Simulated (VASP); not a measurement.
Runs of VASP 6.6.1 on CdTe. The structure is that of space group F-43m (No. 216), or close to it. The cells are those of the table. 

```tsv
task	level	potentials or basis	cell	k mesh	cutoff (eV)	smearing	grid for exact exchange (PRECFOCK)	screening parameter	gap on the mesh (eV)	pressure (GPa)	relaxed volume (Å³/atom)
relaxation of cell and atoms	PBE	VASP PAW PBE potentials, release 64 (Cd, Te)	relaxed from a = 4.533 Å, angles 60.0°, 2 atoms	6 × 6 × 6	600	fermi-dirac 0.02 eV	-	-	(a)	0.0	(c)
single point	PBEsol	VASP PAW PBE potentials, release 64 (Cd, Te)	a = 4.589 Å, angles 60.0°, 2 atoms	6 × 6 × 6	520	fermi-dirac 0.02 eV	-	-	0.65	0.2	-
single point	r2SCAN	VASP PAW PBE potentials, release 64 (Cd, Te)	a = 4.638 Å, angles 60.0°, 2 atoms	6 × 6 × 6	520	gaussian 0.01 eV	-	-	1.15	0.1	-
single point	LDA	VASP PAW LDA potentials, release 64 (Cd, Te)	a = 4.638 Å, angles 60.0°, 2 atoms	6 × 6 × 6	520	gaussian 0.01 eV	-	-	0.44	-2.5	-
single point	LDA	VASP PAW LDA potentials, release 64 (Cd, Te)	a = 4.533 Å, angles 60.0°, 2 atoms	6 × 6 × 6	520	fermi-dirac 0.02 eV	-	-	0.65	0.2	-
relaxation of cell and atoms	r2SCAN	VASP PAW PBE potentials, release 64 (Cd, Te)	relaxed from a = 4.680 Å, angles 60.0°, 2 atoms	6 × 6 × 6	600	fermi-dirac 0.02 eV	-	-	1.15	0.0	35.31
dielectric tensor	PBE	VASP PAW PBE potentials, release 64 (Cd, Te)	a = 4.638 Å, angles 60.0°, 2 atoms	6 × 6 × 6	520	gaussian 0.01 eV	-	-	(b)	-	-
single point	HSE06	VASP PAW PBE potentials, release 64 (Cd, Te)	a = 4.638 Å, angles 60.0°, 2 atoms	4 × 4 × 4	520	gaussian 0.01 eV	Normal	0.2079 1/Å	1.44	0.2	-
```

Alike in all rows: no spin polarisation.

Task: Fill in the values left out.

Result: (a) 0.57; (b) 0.66; (c) 36.32.

Caveats: spin-orbit coupling is left out, which moves the levels of the heavy elements; the PAW data sets were made with another functional, which shifts forces and pressure a little (some runs); the volume moved by +10 % from the deposited cell, more than functionals usually miss (some runs); the gap is small at this level, which inflates the dielectric constant (some runs).

A k mesh can miss the band edges, and the runs leave out spin-orbit coupling on Cd, Te.
